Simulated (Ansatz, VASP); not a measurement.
Two plane-wave programs on GeSbTe3

```xyz
5
Lattice="6.4347 0.0000 0.0000 -3.2174 5.5726 0.0000 0.0000 0.0000 5.4038" Properties=species:S:1:pos:R:3 pbc="T T T"
Ge    0.0000    0.0000    2.7019
Sb    0.0000    0.0000    0.0000
Te    3.2174    0.0000    0.0000
Te   -1.6087    2.7863    0.0000
Te    1.6087    2.7863    0.0000
```

Alike in both runs: functional PBE; k mesh 3 × 3 × 4; occupations gaussian, width 0.1 eV; no spin polarisation.

Ansatz relaxed the structure, and its values are those at the end. VASP's run is a single point on that final structure, the one shown.

```csv
,VASP,Ansatz
version,VASP 6.6.1,Ansatz 0.2.0
potentials or method,"VASP PAW PBE potentials, release 64 (Ge_d, Sb, Te), cutoff 520 eV","scalar-relativistic, plane waves, PAW"
valence electrons in the cell,37,77
```

|  | VASP | Ansatz | Ansatz less VASP |
| --- | --- | --- | --- |
| gap on the k mesh at the Fermi level (eV) | none | none | - |
| pressure (GPa) | 0.1 | 0.1 | +0.02 |

A gap of «none» marks a metal or a gap that the smearing closes. VASP's potentials hold 37 valence electrons a cell and Ansatz's 77, so a difference there can come from the potentials and not from the codes.

The k mesh is coarse, so the values compare programs but aren't converged. Neither program's run includes spin-orbit coupling.
